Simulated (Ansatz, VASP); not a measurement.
**One calculation of Cd3HgTe4, two programs**

```
Cd Hg Te
1.0
     4.31807    0.00000    0.00000
     0.00000    4.31807    0.00000
     0.00000    0.00000   12.37941
Cd Hg Te
3 1 4
Direct
  0.50000 0.50000 0.25096
  0.00000 0.00000 0.50000
  0.50000 0.50000 0.74904
  0.00000 0.00000 0.00000
  0.00000 0.00000 0.25798
  0.50000 0.50000 0.50000
  0.00000 0.00000 0.74202
  0.50000 0.50000 0.00000
```

Alike in both runs: functional PBE; k mesh 10 × 10 × 4; occupations gaussian, width 0.1 eV; no spin polarisation.

Ansatz relaxed the structure, and its values are those at the end. VASP's run is a single point on that final structure, the one shown.

|  | VASP | Ansatz |
| --- | --- | --- |
| version | VASP 6.6.1 | Ansatz 0.2.0 |
| potentials or method | VASP PAW PBE potentials, release 64 (Cd, Hg, Te), cutoff 520 eV | scalar-relativistic, plane waves, PAW |
| valence electrons in the cell | 72 | 144 |

|  | VASP | Ansatz | Ansatz less VASP |
| --- | --- | --- | --- |
| gap on the k mesh at the Fermi level (eV) | none | none | - |
| pressure (GPa) | 0.1 | 0.0 | -0.14 |

A gap of «none» marks a metal or a gap that the smearing closes. VASP's potentials hold 72 valence electrons a cell and Ansatz's 144, so a difference there can come from the potentials and not from the codes.

Spin-orbit coupling is off throughout.
